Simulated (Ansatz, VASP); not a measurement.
As in VASP and in Ansatz

```
As
1.0
     3.61939    0.00000    0.00000
    -1.80969    3.13448    0.00000
     0.00000    0.00000    9.50037
As
4
Cartesian
  0.0000 2.0897 4.0628
  0.0000 2.0897 0.6874
  1.8097 1.0448 8.8130
  1.8097 1.0448 5.4376
```

Alike in both runs: functional PBE; dispersion D3(BJ); k mesh 6 × 6 × 2; occupations gaussian, width 0.1 eV; no spin polarisation.

Ansatz relaxed the structure, and its values are those at the end. VASP's run is a single point on that final structure, the one shown.

|  | VASP | Ansatz |
| --- | --- | --- |
| version | VASP 6.6.1 | Ansatz 0.2.0 |
| potentials or method | VASP PAW PBE potentials, release 64 (As), cutoff 520 eV | scalar-relativistic, plane waves, PAW |
| valence electrons in the cell | 20 | 60 |

Ansatz gave:

- gap on the k mesh at the Fermi level (eV): none
- pressure (GPa): -0.4
- rms of the force components (eV/Å): 0.020

Question: Estimate VASP's values.

Answer: gap on the k mesh at the Fermi level (eV): none; pressure (GPa): -0.1; rms of the force components (eV/Å): 0.026.

A gap of «none» marks a metal or a gap that the smearing closes. VASP's potentials hold 20 valence electrons a cell and Ansatz's 60, so a difference there can come from the potentials and not from the codes.
